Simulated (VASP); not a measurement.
A run of VASP 6.6.1:

Contents of INCAR:

```
SYSTEM = AgCl
PREC = Accurate
ENCUT = 520
EDIFF = 1E-6
ISMEAR = 0
SIGMA = 0.01
LREAL = .False.
LASPH = .True.
NELM = 150
ALGO = Normal
ISIF = 2
LWAVE = .False.
LCHARG = .False.
MAGMOM = 0 0 0 0 0 0
LORBIT = 11
LSORBIT = .True.
GGA_COMPAT = .False.
LORBMOM = .True.
LMAXMIX = 4
GGA = CA
NBANDS = 30
```

Contents of KPOINTS:

```
Automatic mesh
0
Gamma
  6 6 6
  0 0 0
```

File POSCAR:

```
AgCl
1.0
    3.4339730000      0.0000000000      0.0000000000
    0.0000000000      3.4339730000      0.0000000000
    0.0000000000      0.0000000000      3.4339730000
Ag Cl
1 1
Direct
    0.0000000000      0.0000000000      0.0000000000
    0.5000000000      0.5000000000      0.5000000000
```

Potentials or basis: VASP PAW LDA potentials, release 64 (Ag, Cl).

The run is started by

```console
$ cat potpaw_LDA.64/Ag/POTCAR potpaw_LDA.64/Cl/POTCAR > POTCAR
$ mpirun -np 1 vasp_ncl > vasp.out
```

Hardware: 1 thread of Intel Xeon 8259CL, with other jobs on the host.

Question: Estimate the wall time of this run.

Answer: Run time: 72 s on 1 thread of Intel Xeon 8259CL, on a shared host, peak memory 0.22 GiB. Counts: scf iterations 12, k points 20.
